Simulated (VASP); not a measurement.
Here is a VASP 6.6.1 calculation.

The input INCAR:

```
SYSTEM = WC
  PREC = Accurate
  ENCUT = 520
  EDIFF = 1E-8
  ISMEAR = 0
  SIGMA = 0.1
  LREAL = .FALSE.
  LASPH = .TRUE.
  NELM = 80
  ALGO = Normal
  ISIF = 2
  LWAVE = .FALSE.
  LCHARG = .FALSE.
  NBANDS = 16
  IBRION = 8
  NSW = 1
```

The input KPOINTS:

```
regular mesh
0
G
  18 18 18
  0 0 0
```

The input POSCAR:

```
WC
1.0
    2.8837949259      0.0000000000      0.0000000000
   -1.4418974629      2.4974396651      0.0000000000
    0.0000000000      0.0000000000      2.8120924960
W C
1 1
Direct
    0.0000000000      0.0000000000      0.0000000000
    0.3333333333      0.6666666667      0.5000000000
```

Potentials or basis: VASP PAW LDA potentials, release 64 (W_sv, C).

The run is started by

```bash
$ cat potpaw_LDA.64/W_sv/POTCAR potpaw_LDA.64/C/POTCAR > POTCAR
$ mpirun -np 1 vasp_std > vasp.out
```

Estimate the highest phonon frequency at Γ.

634 cm⁻¹.

Phonon frequencies in cm⁻¹ (negative: imaginary):
```
              q point        frequencies
(0.000, 0.000, 0.000)  0 0 0 607 634 634
```

Caveat: the cell stands under pressure or tension, which shifts response properties.
